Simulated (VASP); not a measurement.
Input of a VASP 6.6.1 run:

POSCAR

```
Ge
1.0
    0.0000000000      2.8374270000      2.8374270000
    2.8374270000      0.0000000000      2.8374270000
    2.8374270000      2.8374270000      0.0000000000
Ge
2
Direct
    0.5000000000      0.5000000000      0.5000000000
    0.7500000000      0.7500000000      0.7500000000
```

File INCAR.step1:

```
ALGO     = Normal         # electronic algorithm
EDIFF    = 1E-4           # SCF threshold, eV
ENCUT    = 520            # plane-wave cutoff, eV
GGA      = PE             # functional
ISMEAR   = -1             # smearing method
LASPH    = T              # aspherical terms in the spheres
LCHARG   = F              # write CHGCAR
LREAL    = F              # projectors in reciprocal space
LWAVE    = T              # write WAVECAR
NBANDS   = 21             # bands
NELM     = 60             # most SCF steps
PREC     = Accurate       # precision mode
SIGMA    = 0.1            # smearing width, eV
```

INCAR.step2

```
ALGO     = Normal         # electronic algorithm
EDIFF    = 1E-6           # SCF threshold, eV
ENCUT    = 520            # plane-wave cutoff, eV
ISIF     = 2              # what is computed and relaxed
ISMEAR   = -1             # smearing method
ISTART   = 1            
LASPH    = T              # aspherical terms in the spheres
LCHARG   = T              # write CHGCAR
LELF     = T              # ELF
LMIXTAU  = T            
LREAL    = F              # projectors in reciprocal space
LVHAR    = T            
LWAVE    = F              # write WAVECAR
METAGGA  = R2SCAN         # meta-GGA
NBANDS   = 21             # bands
NELM     = 60             # most SCF steps
PREC     = Accurate       # precision mode
SIGMA    = 0.1            # smearing width, eV
```

File KPOINTS:

```
k-points
0
Gamma
  7 7 7
```

Potentials or basis: VASP PAW PBE potentials, release 64 (Ge_d).

The run is started by

```sh
$ cat potpaw_PBE.64/Ge_d/POTCAR > POTCAR
$ cp INCAR.step1 INCAR
$ mpirun -np 1 vasp_std > vasp.out
$ cp INCAR.step2 INCAR
$ mpirun -np 1 vasp_std > vasp.out
```

Task: Predict the band gap on the k mesh.

Result: 0.32 eV, direct.

Task: Estimate the pressure.

Result: 0.0 GPa.

Caveat: the PAW data sets were made with another functional, which shifts forces and pressure a little. A k mesh can miss the band edges.
